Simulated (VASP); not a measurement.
# Cr (Pm-3n) in VASP: single point with PBEsol

Aim: the single point of Cr with PBEsol.

Program: VASP 6.6.1. These are calculated values, not measurements. Logs are shortened: lines on timing, memory, paths and dates and some standing lists are left out, and cuts for length are marked.

### Step 1. The cell of the first run

Symmetry: Pm-3n, No. 223, cubic system. The conventional cell has a = 4.489 Å, b = 4.489 Å, c = 4.489 Å, α = 90.00°, β = 90.00°, γ = 90.00°. Within 3.3 Å of Cr (site symmetry m-3) lie 12 Cr at 2.51 Å. Cr (site symmetry -4m2) has 14 Cr at 2.24 to 2.75 Å within 3.0 Å.

### Step 2. Single point, PBEsol, collinear spin, ferromagnetic start

The input, INCAR:

```
  PREC = Accurate
  ENCUT = 520
  EDIFF = 1E-6
  ISMEAR = -1
  SIGMA = 0.05
  LREAL = F
  LASPH = T
  NELM = 150
  ALGO = Normal
  ISIF = 2
  LWAVE = F
  LCHARG = F
  ISPIN = 2
  MAGMOM = 1.5 1.5 1.5 1.5 1.5 1.5 1.5 1.5
  LORBIT = 11
  LMAXMIX = 4
  GGA = PS
  NBANDS = 62
```

The input, KPOINTS:

```
Automatic mesh
0
Gamma
  8 8 8
```

The input, POSCAR:

```
Cr
1.0
    4.4886312189      0.0000000000      0.0000000000
    0.0000000000      4.4886312189      0.0000000000
    0.0000000000      0.0000000000      4.4886312189
Cr
8
Direct
    1.0000000000      0.0000000000      0.0000000000
    0.5000000000      0.5000000000      0.5000000000
    0.2500000000      1.0000000000      0.5000000000
    0.7500000000      1.0000000000      0.5000000000
    0.5000000000      0.2500000000      1.0000000000
    0.5000000000      0.7500000000      1.0000000000
    0.0000000000      0.5000000000      0.2500000000
    0.0000000000      0.5000000000      0.7500000000
```

Potentials or basis: VASP PAW PBE potentials, release 64 (Cr_pv).

Run with:

```bash
$ cat potpaw_PBE.64/Cr_pv/POTCAR > POTCAR
$ mpirun -np 1 vasp_std > vasp.out
```

OUTCAR:

```text
PREC = Accurate
   ENCUT = 520
   EDIFF = 1E-6
   ISMEAR = -1
   LREAL = F
   LASPH = T
   NELM = 150
   ISIF = 2
   ISPIN = 2
   LORBIT = 11
   GGA = PS

 ion  position               nearest neighbor table
   1  0.000  0.000  0.000-   3 2.51   4 2.51   5 2.51   6 2.51   7 2.51   8 2.51   3 2.51   4 2.51
                             7 2.51   8 2.51   5 2.51   6 2.51
   2  0.500  0.500  0.500-   3 2.51   4 2.51   5 2.51   6 2.51   7 2.51   8 2.51   5 2.51   6 2.51
                             3 2.51   4 2.51   7 2.51   8 2.51
   3  0.250  0.000  0.500-   4 2.24   4 2.24   1 2.51   1 2.51   2 2.51   2 2.51   8 2.75   7 2.75
                             8 2.75   7 2.75   6 2.75   5 2.75   5 2.75   6 2.75
   4  0.750  0.000  0.500-   3 2.24   3 2.24   1 2.51   1 2.51   2 2.51   2 2.51   8 2.75   7 2.75
                             8 2.75   7 2.75   6 2.75   5 2.75   5 2.75   6 2.75
   5  0.500  0.250  0.000-   6 2.24   6 2.24   1 2.51   2 2.51   2 2.51   1 2.51   8 2.75   7 2.75
                             7 2.75   8 2.75   3 2.75   4 2.75   3 2.75   4 2.75
   6  0.500  0.750  0.000-   5 2.24   5 2.24   1 2.51   2 2.51   2 2.51   1 2.51   8 2.75   7 2.75
                             7 2.75   8 2.75   3 2.75   4 2.75   3 2.75   4 2.75
   7  0.000  0.500  0.250-   8 2.24   8 2.24   1 2.51   2 2.51   1 2.51   2 2.51   3 2.75   4 2.75
                             5 2.75   3 2.75   4 2.75   6 2.75   5 2.75   6 2.75
   8  0.000  0.500  0.750-   7 2.24   7 2.24   1 2.51   2 2.51   1 2.51   2 2.51   3 2.75   4 2.75
                             5 2.75   3 2.75   4 2.75   6 2.75   5 2.75   6 2.75

  LATTYP: Found a simple cubic cell.
 ALAT       =     4.4886312189

  Lattice vectors:

 A1 = (   4.4886312189,   0.0000000000,   0.0000000000)
 A2 = (   0.0000000000,   4.4886312189,   0.0000000000)
 A3 = (   0.0000000000,   0.0000000000,   4.4886312189)

Analysis of symmetry for initial positions (statically):
=====================================================================
 Subroutine PRICEL returns:
 Original cell was already a primitive cell.

 Routine SETGRP: Setting up the symmetry group for a
 simple cubic supercell.

 Subroutine GETGRP returns: Found 48 space group operations
 (whereof 24 operations were pure point group operations)
 out of a pool of 48 trial point group operations.

The static configuration has the point symmetry T_h .
 The point group associated with its full space group is O_h .

Analysis of symmetry for dynamics (positions and initial velocities):
=====================================================================
 Subroutine PRICEL returns:
 Original cell was already a primitive cell.

 Routine SETGRP: Setting up the symmetry group for a
 simple cubic supercell.

 Subroutine GETGRP returns: Found 48 space group operations
[... 179 lines left out ...]
  energy without entropy =      -81.38649570  energy(sigma->0) =      -81.40341098

 E-fermi :  10.9632     XC(G=0): -13.9488

 val. band max:       10.9168452413   @ k =   0.5000   0.2500   0.1250
 cond. band min:      10.9786432169   @ k =   0.1250   0.1250   0.0000
 fundamental gap:      0.0617979757
 Fermi energy:        10.9631974176

 spin component 1

 k-point     1 :       0.0000    0.0000    0.0000
  band No.  band energies     occupation
      1     -32.6341      1.00000
      2     -32.6341      1.00000
      3     -32.5093      1.00000
      4     -32.2854      1.00000
      5     -32.2854      1.00000
      6     -32.2854      1.00000
[... 1501 lines left out ...]
     59      12.6473      0.00000
     60      12.9288      0.00000

 [... further k-points ...]

 spin component 2

 k-point     1 :       0.0000    0.0000    0.0000
  band No.  band energies     occupation
      1     -32.6341      1.00000
      2     -32.6341      1.00000
      3     -32.5093      1.00000
      4     -32.2854      1.00000
      5     -32.2854      1.00000
      6     -32.2854      1.00000
[... 1501 lines left out ...]
     59      12.6473      0.00000
     60      12.9288      0.00000

 [... further k-points ...]

 [bands above 60 left out]

------------------------ aborting loop because EDIFF is reached ----------------------------------------

  FORCE on cell =-STRESS in cart. coord.  units (eV):
  Direction    XX          YY          ZZ          XY          YZ          ZX
  --------------------------------------------------------------------------------------
  -------------------------------------------------------------------------------------
  Total       -0.3354712     -0.3354712     -0.3354712     -0.0000000     -0.0000000     -0.0000000
  in kB       -5.9432512     -5.9432512     -5.9432512     -0.0000000     -0.0000000     -0.0000000
  external PRESSURE =      -5.9432512 kB  Pullay stress =       0.0000000 kB

 VOLUME and BASIS-vectors are now :
 -----------------------------------------------------------------------------
  energy-cutoff  :      520.00
  volume of cell :       90.44
      direct lattice vectors                 reciprocal lattice vectors
     4.488631219  0.000000000  0.000000000     0.222785065  0.000000000  0.000000000
     0.000000000  4.488631219  0.000000000     0.000000000  0.222785065  0.000000000
     0.000000000  0.000000000  4.488631219     0.000000000  0.000000000  0.222785065

 POSITION                                       TOTAL-FORCE (eV/Angst)
 -----------------------------------------------------------------------------------
      0.00000      0.00000      0.00000         0.000000     -0.000000     -0.000000
      2.24432      2.24432      2.24432         0.000000     -0.000000     -0.000000
      1.12216      0.00000      2.24432         0.000000      0.000000      0.000000
      3.36647      0.00000      2.24432        -0.000000      0.000000     -0.000000
      2.24432      1.12216      0.00000        -0.000000      0.000000     -0.000000
      2.24432      3.36647      0.00000         0.000000     -0.000000      0.000000
      0.00000      2.24432      1.12216        -0.000000     -0.000000     -0.000000
      0.00000      2.24432      3.36647        -0.000000     -0.000000      0.000000
 -----------------------------------------------------------------------------------
    total drift:                                0.000000      0.000000     -0.000000

  FREE ENERGIE OF THE ION-ELECTRON SYSTEM (eV)
  ---------------------------------------------------
  free  energy   TOTEN  =       -81.4203262492 eV

  energy  without entropy=      -81.3864957042  energy(sigma->0) =      -81.40341098

 total charge

# of ion       s       p       d       tot
------------------------------------------
    1        0.459   6.444   4.250  11.153
    2        0.459   6.444   4.250  11.153
    3        0.442   6.420   4.261  11.122
    4        0.442   6.420   4.261  11.122
    5        0.442   6.420   4.261  11.122
    6        0.442   6.420   4.261  11.122
    7        0.442   6.420   4.261  11.122
    8        0.442   6.420   4.261  11.122
--------------------------------------------------
tot          3.570  51.405  34.064  89.039

 magnetization (x)

# of ion       s       p       d       tot
------------------------------------------
    1       -0.000  -0.000  -0.000  -0.000
    2       -0.000  -0.000  -0.000  -0.000
    3        0.000   0.000   0.000   0.000
    4        0.000   0.000   0.000   0.000
    5        0.000   0.000   0.000   0.000
    6        0.000   0.000   0.000   0.000
    7        0.000   0.000   0.000   0.000
    8        0.000   0.000   0.000   0.000
--------------------------------------------------
tot         -0.000   0.000  -0.000  -0.000
```

OSZICAR:

```text
N       E                     dE             d eps       ncg     rms          rms(c)
DAV:   1     0.136397308768E+04    0.13640E+04   -0.52271E+04  8696   0.196E+03
DAV:   2     0.510771029144E+01   -0.13589E+04   -0.13164E+04  8680   0.609E+02
DAV:   3    -0.894540126830E+02   -0.94562E+02   -0.89329E+02 10654   0.175E+02
DAV:   4    -0.925052662646E+02   -0.30513E+01   -0.30013E+01 10784   0.311E+01
DAV:   5    -0.925993751476E+02   -0.94109E-01   -0.93755E-01 11272   0.517E+00    0.448E+01
DAV:   6    -0.815535427129E+02    0.11046E+02   -0.82800E+01  9492   0.571E+01    0.103E+01
DAV:   7    -0.857757321439E+02   -0.42222E+01   -0.23308E+01 12106   0.350E+01    0.260E+01
DAV:   8    -0.814180554533E+02    0.43577E+01   -0.21251E+01 12310   0.268E+01    0.490E+00
DAV:   9    -0.814875132545E+02   -0.69458E-01   -0.11887E+00 11698   0.530E+00    0.259E+00
DAV:  10    -0.814220475361E+02    0.65466E-01   -0.16986E-01 12234   0.269E+00    0.832E-01
DAV:  11    -0.814202633444E+02    0.17842E-02   -0.20191E-02 11792   0.128E+00    0.169E-01
DAV:  12    -0.814203262864E+02   -0.62942E-04   -0.13807E-03 10780   0.290E-01    0.763E-02
DAV:  13    -0.814203383152E+02   -0.12029E-04   -0.82723E-05 12532   0.581E-02    0.312E-02
DAV:  14    -0.814203311700E+02    0.71452E-05   -0.14372E-05 11234   0.216E-02    0.122E-02
DAV:  15    -0.814203283714E+02    0.27985E-05   -0.23606E-06  6784   0.124E-02    0.509E-03
DAV:  16    -0.814203265331E+02    0.18384E-05   -0.53425E-07  5616   0.461E-03    0.148E-03
DAV:  17    -0.814203262492E+02    0.28388E-06   -0.13784E-07  5576   0.262E-03
   1 F= -.81420326E+02 E0= -.81403411E+02  d E =-.338305E-01  mag=    -0.0000
```

stdout:

```text
POSCAR found type information on POSCAR Cr
 POSCAR found :  1 types and       8 ions
 scaLAPACK will be used
 -----------------------------------------------------------------------------
|                                                                             |
|                                                                             |
|     You enforced a specific xc type in the INCAR file but a different       |
|     I HOPE YOU KNOW WHAT YOU ARE DOING!                                     |
|                                                                             |
 -----------------------------------------------------------------------------

 LDA part: xc-table for (Slater+PW92), standard interpolation
 POSCAR, INCAR and KPOINTS ok, starting setup
 FFT: planning ... GRIDC
 FFT: planning ... GRID_SOFT
 FFT: planning ... GRID
 WAVECAR not read
 entering main loop
```

Run time: 12 min. Hardware: 1 thread of Oxide Virtual Turin-like, shared host; peak memory 0.36 GiB.

What came out:

| Property | Result |
| --- | --- |
| Free energy | -81.4203 eV |
| Pressure | -0.6 GPa |
| Band gap on the k mesh | zero (filled and empty bands overlap) |
| Net moment | 0.00 μB per cell |
| Valence electrons inside the program's atomic spheres | Cr 11.15, 11.12 (each value once) |

Caveat: the PAW data sets were made with another functional, which shifts forces and pressure a little.
